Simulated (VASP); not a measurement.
## Sc: single point with PBEsol

Sc:

```
Sc
1.0
     2.90557   -4.97340    0.00000
     2.90557    4.97340    0.00000
     0.00000    0.00000    5.76723
Sc
4
Direct
  0.14213 0.85787 0.10669
  0.64213 0.35787 0.39331
  0.85787 0.14213 0.89331
  0.35787 0.64213 0.60669
```

This cell differs from its parent crystal: Ga replaced by Sc, lengths x 1.236, strained.

```json
{
 "Program": "VASP 6.6.1",
 "Task": "single point",
 "Functional": "PBEsol",
 "Potentials or basis": "VASP PAW PBE potentials, release 64 (Sc_sv)",
 "Cutoff": "520 eV",
 "k mesh": "4 × 4 × 4",
 "Occupations": "gaussian, width 0.1 eV",
 "Spin": "no spin polarisation"
}
```

| Property | Result |
| --- | --- |
| Pressure | -7.1 GPa |
| Largest force | 0.776 eV/Å |
| Band gap on the k mesh | zero (bands 22 and 23 overlap by 0.10 eV) |

Forces on the atoms (eV/Å):
```
Sc   0.000 -0.761 -0.149
Sc   0.000 -0.761  0.149
Sc   0.000  0.761  0.149
Sc   0.000  0.761 -0.149
```

Stress tensor (GPa, compression positive):
```
-7.02  0.00  0.00
 0.00 -5.88  0.00
 0.00  0.00 -8.52
```

Levels at points of the mesh, in eV from the Fermi level:
| k point | band 20 | band 21 | band 22 | band 23 | band 24 | band 25 |
| --- | --- | --- | --- | --- | --- | --- |
| (0.00, 0.00, 0.00) | -0.14 | -0.08 | -0.05 | 0.03 | 0.03 | 0.20 |
| (0.50, 0.00, 0.00) | -0.41 | -0.28 | -0.28 | 0.10 | 0.10 | 0.27 |
| (0.50, 0.50, 0.00) | -0.23 | -0.20 | -0.11 | 0.05 | 0.21 | 0.25 |
| (0.00, 0.00, 0.50) | -0.27 | -0.09 | -0.09 | 0.11 | 0.11 | 0.54 |
| (0.50, 0.00, 0.50) | -1.11 | -0.39 | -0.39 | 0.14 | 0.14 | 0.51 |
| (0.50, 0.50, 0.50) | -0.87 | -0.13 | -0.13 | 0.02 | 0.02 | 0.20 |

Run time: 77 s on 1 thread of Intel(R) Xeon(R) 6975P-C (Granite Rapids) (shared host), peak memory 0.34 GiB.

Caveat: the cell differs from its parent crystal (Ga replaced by Sc, lengths x 1.236, strained); the cell stands under tension; the PAW data sets were made with another functional, which shifts forces and pressure a little.
